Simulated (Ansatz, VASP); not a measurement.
# Two plane-wave programs on W

INCAR

```
  PREC = Accurate
  ENCUT = 520
  EDIFF = 1E-7
  ISMEAR = -1
  SIGMA = 0.05
  LREAL = F
  LASPH = T
  NELM = 80
  ALGO = Normal
  ISIF = 2
  LWAVE = F
  LCHARG = T
  GGA = PS
  LELF = T
  LVHAR = T
  NBANDS = 13
```

KPOINTS

```
regular mesh
0
Gamma
  12 12 12
```

The input POSCAR:

```
W
1.0
    0.0000000000      1.9599434507      1.9599434507
    1.9599434507      0.0000000000      1.9599434507
    1.9599434507      1.9599434507      0.0000000000
W
1
Direct
    0.0000000000      0.0000000000      0.0000000000
```

Input for Ansatz:

```yaml
crystal:
  lattice:
    - [0.0, 1.9599434507494282, 1.9599434507494282]
    - [1.9599434507494282, 0.0, 1.9599434507494282]
    - [1.9599434507494282, 1.9599434507494282, 0.0]
  atoms:
    - { symbol: W, position: [0.0, 0.0, 0.0] }
basis:
  ecutwfc: 500.0
kpoints:
  mp_grid:
    grid: [12, 12, 12]
hamiltonian:
  xc: pbesol
scf:
  occupations:
    method: fermi_dirac
    width: 0.05
output:
  stress: true
```

Alike in both runs: task single point; functional PBEsol; k mesh 12 × 12 × 12; occupations fermi-dirac, width 0.05 eV; no spin polarisation.

|  | VASP | Ansatz |
| --- | --- | --- |
| version | VASP 6.6.1 | Ansatz 0.2.0 |
| potentials or method | VASP PAW PBE potentials, release 64 (W_sv), cutoff 520 eV | plane waves, PAW |
| valence electrons in the cell | 14 | 14 |

|  | VASP | Ansatz | Ansatz less VASP |
| --- | --- | --- | --- |
| pressure (GPa) | 20.6 | 19.6 | -1.00 |

VASP's potentials were made for PBE, not for PBEsol.

Neither program's run includes spin-orbit coupling.
